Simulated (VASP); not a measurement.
Be: single point with PBE

Crystal: Be.

```
CELL_PARAMETERS angstrom
2.25408 0.00000 0.00000
-1.12704 1.95209 0.00000
0.00000 0.00000 7.18212
ATOMIC_POSITIONS crystal
Be 0.00000 0.00000 0.00000
Be 0.00000 0.00000 0.50000
Be 0.33333 0.66667 0.75000
Be 0.66667 0.33333 0.25000
```

* Program: VASP 6.6.1
* Task: single point
* Functional: PBE
* Potentials or basis: VASP PAW PBE potentials, release 64 (Be)
* Cutoff: 520 eV
* k mesh: 21 × 21 × 6
* Occupations: gaussian, width 0.1 eV
* Spin: no spin polarisation

- Pressure: 0.1 GPa
- Band gap on the k mesh: zero (bands 4 and 5 overlap by 1.62 eV)

Stress tensor (GPa, compression positive):
```
0.12 0.00 0.00
0.00 0.12 0.00
0.00 0.00 0.21
```

Levels at points of the mesh, in eV from the Fermi level:
```csv
k point,band 1,band 2,band 3,band 4,band 5,band 6,band 7,band 8,band 9
"(0.00, 0.00, 0.00)",-11.52,-9.40,-9.37,-4.72,0.75,10.21,10.21,16.18,16.18
"(0.00, 0.00, 0.50)",-10.99,-10.99,-6.84,-6.84,4.10,4.10,16.55,16.55,16.55
```

It took 31 s on 1 thread of Intel(R) Xeon(R) Platinum 8488C (Sapphire Rapids), with other jobs on the host, peak memory 0.18 GiB.
